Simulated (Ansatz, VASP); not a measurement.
Ti4C in VASP and in Ansatz

```
Ti C
1.0
     4.22685    0.00000    0.00000
     0.00000    4.22685    0.00000
     0.00000    0.00000    4.22685
Ti C
4 1
Direct
  0.00000 0.00000 0.00000
  0.50000 0.50000 0.00000
  0.50000 0.00000 0.50000
  0.00000 0.50000 0.50000
  0.50000 0.50000 0.50000
```

Change from the starting cell: species swapped into the Ni4N type (Pm-3m, No. 221).

Alike in both runs: task single point; functional PBE; k mesh 4 × 4 × 4; occupations gaussian, width 0.1 eV; collinear spin.

|  | VASP | Ansatz |
| --- | --- | --- |
| version | VASP 6.6.1 | Ansatz 0.2.0 |
| potentials or method | VASP PAW PBE potentials, release 64 (Ti_sv, C), cutoff 520 eV | scalar-relativistic, plane waves, PAW |
| valence electrons in the cell | 52 | 52 |

|  | VASP | Ansatz | Ansatz less VASP |
| --- | --- | --- | --- |
| gap on the k mesh at the Fermi level (eV) | none | none | - |
| pressure (GPa) | -0.1 | -0.1 | +0.06 |
| net moment per atom (μB) | 0.00 | 0.00 | -0.001 |

A gap of «none» marks a metal or a gap that the smearing closes. Ansatz's warnings: seeded moment not kept.

The k mesh is coarse, so the values compare programs but aren't converged.
